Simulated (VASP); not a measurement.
# V (Im-3m) in VASP: notebook

Runs on V. Level: PBEsol. Tasks: electric field gradients.

Everything below comes from runs of VASP 6.6.1. Logs are shortened: lines on timing, memory, paths and dates and some standing lists are left out, and cuts for length are marked.

## (1) The cell of the first run

It takes space group Im-3m (No. 229, cubic). The conventional cell has a = 3.046 Å, b = 3.046 Å, c = 3.046 Å, α = 90.00°, β = 90.00°, γ = 90.00°. V (site symmetry m-3m) has 14 V at 2.64 to 3.05 Å within 3.5 Å.

## (2) Electric field gradients, PBEsol, collinear spin, ferromagnetic start (14.13 Å³/atom)

Input file INCAR:

```
SYSTEM = V
ALGO     = Normal         ! electronic algorithm
EDIFF    = 1E-8           ! SCF threshold, eV
ENCUT    = 520            ! plane-wave cutoff, eV
GGA      = PS             ! functional
ISIF     = 2              ! what is computed and relaxed
ISMEAR   = -1             ! smearing method
ISPIN    = 2              ! spin polarisation
LASPH    = .True.         ! aspherical terms in the spheres
LCHARG   = .False.        ! write CHGCAR
LEFG     = .True.       
LMAXMIX  = 4              ! l up to which the mixer works
LORBIT   = 11             ! projections on sites
LREAL    = .False.        ! projectors in reciprocal space
LWAVE    = .False.        ! write WAVECAR
MAGMOM   = 1.5            ! initial moments
NBANDS   = 16             ! bands
NELM     = 150            ! most SCF steps
PREC     = Accurate       ! precision mode
SIGMA    = 0.03           ! smearing width, eV
```

Input file KPOINTS:

```
k-points
0
Gamma
  19 19 19
  0 0 0
```

Input file POSCAR:

```
V
1.0
   -1.5230201596      1.5230201596      1.5230201596
    1.5230201596     -1.5230201596      1.5230201596
    1.5230201596      1.5230201596     -1.5230201596
V
1
Direct
    0.0000000000      0.0000000000      0.0000000000
```

Potentials or basis: VASP PAW PBE potentials, release 64 (V_sv).

The run is started by

```bash
$ cat potpaw_PBE.64/V_sv/POTCAR > POTCAR
$ mpirun -np 1 vasp_std > vasp.out
```

OUTCAR:

```text
SYSTEM = V
   EDIFF = 1E-8
   ENCUT = 520
   GGA = PS
   ISIF = 2
   ISMEAR = -1
   ISPIN = 2
   LASPH = .True.
   LORBIT = 11
   LREAL = .False.
   NELM = 150
   PREC = Accurate

 ion  position               nearest neighbor table
   1  0.000  0.000  0.000-

  LATTYP: Found a body centered cubic cell.
 ALAT       =     3.0460403192

  Lattice vectors:

 A1 = (  -1.5230201596,   1.5230201596,   1.5230201596)
 A2 = (   1.5230201596,  -1.5230201596,   1.5230201596)
 A3 = (   1.5230201596,   1.5230201596,  -1.5230201596)

Analysis of symmetry for initial positions (statically):
=====================================================================
 Subroutine PRICEL returns:
 Original cell was already a primitive cell.

 Routine SETGRP: Setting up the symmetry group for a
 body centered cubic supercell.

 Subroutine GETGRP returns: Found 48 space group operations
 (whereof 48 operations were pure point group operations)
 out of a pool of 48 trial point group operations.

The static configuration has the point symmetry O_h .

Analysis of symmetry for dynamics (positions and initial velocities):
=====================================================================
 Subroutine PRICEL returns:
 Original cell was already a primitive cell.

 Routine SETGRP: Setting up the symmetry group for a
 body centered cubic supercell.

 Subroutine GETGRP returns: Found 48 space group operations
 (whereof 48 operations were pure point group operations)
 out of a pool of 48 trial point group operations.

The dynamic configuration has the point symmetry O_h .

Analysis of structural, dynamic, and magnetic symmetry:
=====================================================================
 Subroutine PRICEL returns:
 Original cell was already a primitive cell.

 Routine SETGRP: Setting up the symmetry group for a
 body centered cubic supercell.

 Subroutine GETGRP returns: Found 48 space group operations
 (whereof 48 operations were pure point group operations)
 out of a pool of 48 trial point group operations.

The overall configuration has the point symmetry O_h .

 Subroutine INISYM returns: Found 48 space group operations
 (whereof 48 operations are pure point group operations),
 and found     1 'primitive' translations

----------------------------------------------------------------------------------------

                                     Primitive cell

  volume of cell :      14.1311

  direct lattice vectors                    reciprocal lattice vectors
    -1.523020160  1.523020160  1.523020160     0.000000000  0.328295063  0.328295063
     1.523020160 -1.523020160  1.523020160     0.328295063  0.000000000  0.328295063
     1.523020160  1.523020160 -1.523020160     0.328295063  0.328295063  0.000000000

  length of vectors
     2.637948297  2.637948297  2.637948297     0.464279331  0.464279331  0.464279331

  position of ions in fractional coordinates (direct lattice)
     0.000000000  0.000000000  0.000000000

  ion indices of the primitive-cell ions
   primitive index   ion index
                 1           1

----------------------------------------------------------------------------------------

 KPOINTS: k-points

Automatic generation of k-mesh.
 Grid dimensions read from file:
 generate k-points for:   19   19   19

 Generating k-lattice:

  Cartesian coordinates                     Fractional coordinates (reciprocal lattice)
     0.000000000  0.017278688  0.017278688     0.052631579  0.000000000  0.000000000
     0.017278688  0.000000000  0.017278688     0.000000000  0.052631579  0.000000000
     0.017278688  0.017278688  0.000000000     0.000000000  0.000000000  0.052631579

  Length of vectors
     0.024435754  0.024435754  0.024435754

  Shift w.r.t. Gamma in fractional coordinates (k-lattice)
     0.000000000  0.000000000  0.000000000

[... 42 lines left out ...]
   ISTART =      0    job   : 0-new  1-cont  2-samecut
   ICHARG =      2    charge: 1-file 2-atom 10-const
   ISPIN  =      2    spin polarized calculation?
   LNONCOLLINEAR =      F non collinear calculations
   LSORBIT =      F    spin-orbit coupling
   LASPH  =      T    aspherical Exc in radial PAW
   ENCUT  =  520.0 eV  38.22 Ry    6.18 a.u.   4.90  4.90  4.90*2*pi/ulx,y,z
   NELM   =    150;   NELMIN=  2; NELMDL= -5     # of ELM steps
   EDIFF  = 0.1E-07   stopping-criterion for ELM
   LREAL  =      F    real-space projection
   EDIFFG = 0.1E-06   stopping-criterion for IOM
   NSW    =      0    number of steps for IOM
   IBRION =     -1    ionic relax: 0-MD 1-quasi-New 2-CG
   NFREE  =      0    steps in history (QN), initial steepest desc. (CG)
   ISIF   =      2    stress and relaxation
   ISYM   =      2    0-nonsym 1-usesym 2-fastsym
   POTIM  = 0.5000    time-step for ionic-motion
   TEBEG  =    0.0;   TEEND  =   0.0 temperature during run
   PSTRESS=    0.0 pullay stress
   NELECT =      13.0000    total number of electrons
   NUPDOWN=      -1.0000    fix difference up-down
   EMIN   =  10.00;   EMAX   =-10.00  energy-range for DOS
   EFERMI =   0.00;   METHOD = LEGACY
   ISMEAR =    -1;   SIGMA  =   0.03  broadening in eV -4-tet -1-fermi 0-gaus
   EFERMI_NEDOS =   21; number of points for ismear=-14 and -15
   IALGO  =     38    algorithm
   IMIX   =      4    mixing-type and parameters
     AMIX     =   0.40;   BMIX     =  1.00
     AMIX_MAG =   1.60;   BMIX_MAG =  1.00
  volume/ion in A,a.u.               =      14.13        95.36
  Fermi-wavevector in a.u.,A,eV,Ry     =   1.592198  3.008817 34.492037  2.535093
  Thomas-Fermi vector in A             =   2.690620
   LORBIT       =     11    0 simple, 1 ext, 2 COOP (PROOUT), +10 PAW based schemes
   GGA     = PS    functional components
   LHFCALC =     F    Hartree Fock is set to
   AEXX    =    0.0000 exact exchange contribution
   IVDW    =     0    specifies the selected vdW correction
   LEPSILON=     F    determine dielectric tensor
   LRPA    =     F    only Hartree local field effects (RPA)
 spin polarized calculation
  energy-cutoff  :      520.00
  volume of cell :       14.13
 maximum number of plane-waves:       393
   NGX =  9   NGY =  9   NGZ =  9

 number of electron      13.0000002 magnetization       0.0000084

 Free energy of the ion-electron system (eV)
  ---------------------------------------------------
  ext. energy  EPLUGINS =         0.00000000
  ---------------------------------------------------
  free energy    TOTEN  =        -9.58112949 eV

  energy without entropy =       -9.57552541  energy(sigma->0) =       -9.57832745

 E-fermi :   8.9720     XC(G=0): -12.7967

 val. band max:        8.9566305967   @ k =   0.1053   0.0526   0.0526
 cond. band min:       8.9725332353   @ k =  -0.2632   0.3684   0.1053
 fundamental gap:      0.0159026386
 Fermi energy:         8.9720157383

 spin component 1

 k-point     1 :       0.0000    0.0000    0.0000
  band No.  band energies     occupation
      1     -54.5567      1.00000
      2     -28.0301      1.00000
      3     -28.0301      1.00000
      4     -28.0301      1.00000
      5       2.4906      1.00000
      6       9.3797      0.00000
[... 435 lines left out ...]
      5       6.0217      1.00000
      6       8.1515      1.00000
[... 8 lines left out ...]
     15      35.8109      0.00000
     16      36.8680      0.00000

 [... further k-points ...]

 spin component 2

 k-point     1 :       0.0000    0.0000    0.0000
  band No.  band energies     occupation
      1     -54.5566      1.00000
      2     -28.0300      1.00000
      3     -28.0300      1.00000
      4     -28.0300      1.00000
      5       2.4906      1.00000
      6       9.3797      0.00000
[... 435 lines left out ...]
      5       6.0217      1.00000
      6       8.1515      1.00000
[... 8 lines left out ...]
     15      35.8109      0.00000
     16      36.8681      0.00000

 [... further k-points ...]

------------------------ aborting loop because EDIFF is reached ----------------------------------------

  FORCE on cell =-STRESS in cart. coord.  units (eV):
  Direction    XX          YY          ZZ          XY          YZ          ZX
  --------------------------------------------------------------------------------------
  -------------------------------------------------------------------------------------
  Total       -1.2775349     -1.2775349     -1.2775349      0.0000000      0.0000000     -0.0000000
  in kB     -144.8459645   -144.8459645   -144.8459645      0.0000000      0.0000000     -0.0000000
  external PRESSURE =    -144.8459645 kB  Pullay stress =       0.0000000 kB

 VOLUME and BASIS-vectors are now :
 -----------------------------------------------------------------------------
  energy-cutoff  :      520.00
  volume of cell :       14.13
      direct lattice vectors                 reciprocal lattice vectors
    -1.523020160  1.523020160  1.523020160     0.000000000  0.328295063  0.328295063
     1.523020160 -1.523020160  1.523020160     0.328295063  0.000000000  0.328295063
     1.523020160  1.523020160 -1.523020160     0.328295063  0.328295063  0.000000000

 POSITION                                       TOTAL-FORCE (eV/Angst)
 -----------------------------------------------------------------------------------
      0.00000      0.00000      0.00000        -0.000000      0.000000     -0.000000
 -----------------------------------------------------------------------------------
    total drift:                                0.000000      0.000000      0.000000

  FREE ENERGIE OF THE ION-ELECTRON SYSTEM (eV)
  ---------------------------------------------------
  free  energy   TOTEN  =        -9.5811294917 eV

  energy  without entropy=       -9.5755254078  energy(sigma->0) =       -9.57832745

 Electric field gradients (V/A^2)
---------------------------------------------------------------------
 ion       V_xx      V_yy      V_zz      V_xy      V_xz      V_yz
---------------------------------------------------------------------
   1      -0.000     0.000     0.000     0.003     0.003     0.003
---------------------------------------------------------------------

 Electric field gradients after diagonalization (V/A^2)
 (convention: |V_zz| > |V_xx| > |V_yy|)
----------------------------------------------------------------------
 ion       V_xx      V_yy      V_zz     asymmetry (V_yy - V_xx)/ V_zz
----------------------------------------------------------------------
   1      -0.003    -0.003     0.005       0.000
----------------------------------------------------------------------

           NMR quadrupolar parameters

 Cq : quadrupolar parameter    Cq=e*Q*V_zz/h
 eta: asymmetry parameters     (V_yy - V_xx)/ V_zz
 Q  : nuclear electric quadrupole moment in mb (millibarn)
----------------------------------------------------------------------
 ion       Cq(MHz)       eta       Q (mb)
----------------------------------------------------------------------
   1       0.000       0.000       1.000
----------------------------------------------------------------------

 total charge

# of ion       s       p       d       tot
------------------------------------------
    1        2.330   6.208   3.040  11.577

 magnetization (x)

# of ion       s       p       d       tot
------------------------------------------
    1        0.000   0.000   0.000   0.000
```

It took 2.3 min on 1 thread of Intel Xeon 8259CL, shared host; peak memory 0.19 GiB.

Results:

```yaml
Free_energy: -9.5811 eV
Pressure: -14.5 GPa
Net_moment: 0.00 μB per cell
Largest_electric_field_gradient_by_atom: zero within the noise of the run
Valence_electrons_inside_the_program's_atomic_spheres: V 11.58
```

Caveat: the cell stands under tension; the PAW data sets were made with another functional, which shifts forces and pressure a little.

## (3) Electric field gradients, PBEsol, collinear spin, ferromagnetic start (14.69 Å³/atom)

This run uses another cell than the first one, of 14.69 Å³/atom.

Input file INCAR:

```
ALGO = Normal
EDIFF = 1E-8
ENCUT = 520
GGA = PS
ISIF = 2
ISMEAR = -1
ISPIN = 2
LASPH = True
LCHARG = False
LEFG = True
LMAXMIX = 4
LORBIT = 11
LREAL = False
LWAVE = False
MAGMOM = 1.5
NBANDS = 16
NELM = 150
PREC = Accurate
SIGMA = 0.03
```

Input file KPOINTS:

```
k-points
0
Gamma
  19 19 19
```

Input file POSCAR:

```
V
1.0
   -1.5426742003      1.5426742003      1.5426742003
    1.5426742003     -1.5426742003      1.5426742003
    1.5426742003      1.5426742003     -1.5426742003
V
1
Direct
    0.0000000000      0.0000000000      0.0000000000
```

Potentials or basis: VASP PAW PBE potentials, release 64 (V_sv).

The run is started by

```bash
$ cat potpaw_PBE.64/V_sv/POTCAR > POTCAR
$ mpirun -np 1 vasp_std > vasp.out
```

OUTCAR:

```text
EDIFF = 1E-8
   ENCUT = 520
   GGA = PS
   ISIF = 2
   ISMEAR = -1
   ISPIN = 2
   LASPH = True
   LORBIT = 11
   LREAL = False
   NELM = 150
   PREC = Accurate

 ion  position               nearest neighbor table
   1  0.000  0.000  0.000-

  LATTYP: Found a body centered cubic cell.
 ALAT       =     3.0853484006

  Lattice vectors:

 A1 = (  -1.5426742003,   1.5426742003,   1.5426742003)
 A2 = (   1.5426742003,  -1.5426742003,   1.5426742003)
[... 1142 lines left out ...]

  energy  without entropy=       -9.5164491434  energy(sigma->0) =       -9.51944625

 Electric field gradients (V/A^2)
---------------------------------------------------------------------
 ion       V_xx      V_yy      V_zz      V_xy      V_xz      V_yz
---------------------------------------------------------------------
   1       0.000     0.000     0.000     0.001     0.001     0.001
---------------------------------------------------------------------

 Electric field gradients after diagonalization (V/A^2)
 (convention: |V_zz| > |V_xx| > |V_yy|)
----------------------------------------------------------------------
 ion       V_xx      V_yy      V_zz     asymmetry (V_yy - V_xx)/ V_zz
----------------------------------------------------------------------
   1      -0.001    -0.001     0.003       0.000
----------------------------------------------------------------------

           NMR quadrupolar parameters

 Cq : quadrupolar parameter    Cq=e*Q*V_zz/h
 eta: asymmetry parameters     (V_yy - V_xx)/ V_zz
 Q  : nuclear electric quadrupole moment in mb (millibarn)
----------------------------------------------------------------------
 ion       Cq(MHz)       eta       Q (mb)
----------------------------------------------------------------------
   1       0.000       0.000       1.000
----------------------------------------------------------------------

 total charge

# of ion       s       p       d       tot
------------------------------------------
    1        2.319   6.196   3.003  11.518

 magnetization (x)

# of ion       s       p       d       tot
------------------------------------------
    1        0.000   0.000   0.000   0.000
```

OSZICAR:

```text
N       E                     dE             d eps       ncg     rms          rms(c)
DAV:   1     0.926374691994E+02    0.92637E+02   -0.64702E+03 14224   0.874E+02
DAV:   2    -0.941464624792E+01   -0.10205E+03   -0.98054E+02 15648   0.270E+02
DAV:   3    -0.109389575275E+02   -0.15243E+01   -0.15218E+01 15696   0.358E+01
DAV:   4    -0.109452532259E+02   -0.62957E-02   -0.62956E-02 16880   0.244E+00
DAV:   5    -0.109453117844E+02   -0.58558E-04   -0.58557E-04 16056   0.220E-01    0.181E+01
DAV:   6    -0.951988020825E+01    0.14254E+01   -0.20715E+00 14328   0.242E+01    0.190E+00
DAV:   7    -0.952712572648E+01   -0.72455E-02   -0.91720E-02 15272   0.274E+00    0.128E+00
DAV:   8    -0.952325460002E+01    0.38711E-02   -0.54256E-03 15968   0.871E-01    0.833E-01
DAV:   9    -0.952212749674E+01    0.11271E-02   -0.14460E-03 16000   0.441E-01    0.143E-01
DAV:  10    -0.952238549626E+01   -0.25800E-03   -0.50048E-04 15568   0.202E-01    0.535E-02
DAV:  11    -0.952243140208E+01   -0.45906E-04   -0.51532E-05 16600   0.597E-02    0.203E-02
DAV:  12    -0.952244208944E+01   -0.10687E-04   -0.45135E-06 14768   0.208E-02    0.791E-03
DAV:  13    -0.952244304055E+01   -0.95111E-06   -0.27088E-07 16840   0.526E-03    0.365E-03
DAV:  14    -0.952244325742E+01   -0.21687E-06   -0.13857E-07 15768   0.210E-03    0.171E-03
DAV:  15    -0.952244334008E+01   -0.82657E-07   -0.72055E-08 16376   0.156E-03    0.270E-04
DAV:  16    -0.952244334931E+01   -0.92264E-08   -0.20792E-09  7344   0.456E-04
   1 F= -.95224433E+01 E0= -.95194462E+01  d E =-.599421E-02  mag=     0.0000
```

Wall time 2.8 min (1 thread of Intel Xeon 8259CL, shared host); peak memory 0.19 GiB.

What came out:

| Item | Value |
| --- | --- |
| Free energy | -9.5224 eV |
| Pressure | -19.4 GPa |
| Net moment | 0.00 μB per cell |
| Largest electric field gradient by atom | zero within the noise of the run |
| Valence electrons inside the program's atomic spheres | V 11.52 |

Caveat: the cell stands under tension; the PAW data sets were made with another functional, which shifts forces and pressure a little.

(Continued in part 2 of 2.)
